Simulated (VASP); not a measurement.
The system is TiSi2.

```
Ti Si
1.0
    -1.49225    1.73466    4.26751
     1.49225   -1.73466    4.26751
     1.49225    1.73466   -4.26751
Ti Si
1 2
Cartesian
  0.0000 0.0000 0.0000
  0.0000 0.0000 5.7191
  0.0000 0.0000 2.8159
```

This cell differs from its parent crystal: volume scaled by 1.04.

Base run:

| Quantity | Value |
| --- | --- |
| Program | VASP 6.6.1 |
| Functional | PBE |
| Potentials or basis | VASP PAW PBE potentials, release 64 (Ti_sv, Si) |
| Cutoff | 520 eV |
| k mesh | 12 × 12 × 12 |
| Occupations | fermi-dirac, width 0.05 eV |
| Spin | no spin polarisation |

Its results: band gap on the k mesh zero (band 10 reaches 10.79 eV, above the bottom of band 11 at 8.57 eV); pressure -4.8 GPa; largest force 0.043 eV/Å.

Q: The run is repeated on the same cell with these changes: functional from PBE to PBEsol; further incar settings from ALGO = Normal; EDIFF = 1e-07; NBANDS = 17 to ALGO = Normal; EDIFF = 1e-06; NBANDS = 17. What comes out?

A: Band gap on the k mesh zero (band 10 reaches 10.71 eV, above the bottom of band 11 at 8.48 eV); pressure -8.3 GPa; largest force 0.093 eV/Å.

Caveats: the PAW data sets were made with another functional, which shifts forces and pressure a little (some runs).
